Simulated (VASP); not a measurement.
Wanted: the native input for a VASP 6.6.1 run.

```yaml
Task: single point
Functional: PBE
Potentials_or_basis: VASP PAW PBE potentials, release 64 (Al, N)
Cutoff: 520 eV
k_mesh: 10 × 10 × 10
Occupations: gaussian, width 0.02 eV
Spin: no spin polarisation
Dipole_correction: no
Further_INCAR_settings: ALGO = Normal; EDIFF = 1e-06; NBANDS = 11
```

The structure of AlN lies in POSCAR:

```
AlN
1.0
    0.0000000000      2.1122772780      2.1122772780
    2.1733128180      0.0000000000      2.1122772780
    2.1733128180      2.1122772780      0.0000000000
Al N
1 1
Direct
    0.5245758455      0.4754241545      0.4754241545
   -0.0245758455      0.0245758455      0.0245758455
```

This cell differs from its parent crystal: strained and its atoms moved.

One way to write it, as run:

INCAR

```
PREC     = Accurate       # precision mode
ENCUT    = 520            # plane-wave cutoff, eV
EDIFF    = 1E-6           # SCF threshold, eV
ISMEAR   = 0              # smearing method
SIGMA    = 0.02           # smearing width, eV
LREAL    = F              # projectors in reciprocal space
LASPH    = T              # aspherical terms in the spheres
NELM     = 100            # most SCF steps
ALGO     = Normal         # electronic algorithm
ISIF     = 2              # what is computed and relaxed
LWAVE    = F              # write WAVECAR
LCHARG   = F              # write CHGCAR
GGA      = PE             # functional
NBANDS   = 11             # bands
```

KPOINTS

```
regular mesh
0
Gamma
  10 10 10
```

Potentials or basis: VASP PAW PBE potentials, release 64 (Al, N).

The run is started by

```console
$ cat potpaw_PBE.64/Al/POTCAR potpaw_PBE.64/N/POTCAR > POTCAR
$ mpirun -np 1 vasp_std > vasp.out
```

Results of the run:

```yaml
Pressure: -22.5 GPa
Largest_force: 0.499 eV/Å
Band_gap_on_the_k_mesh: 3.11 eV, indirect (least direct gap 3.58 eV)
```

Caveat: the cell differs from its parent crystal (strained and its atoms moved).

Run time: 48 s on 1 thread of AMD EPYC 7R13, with other jobs on the host, peak memory 0.12 GiB.
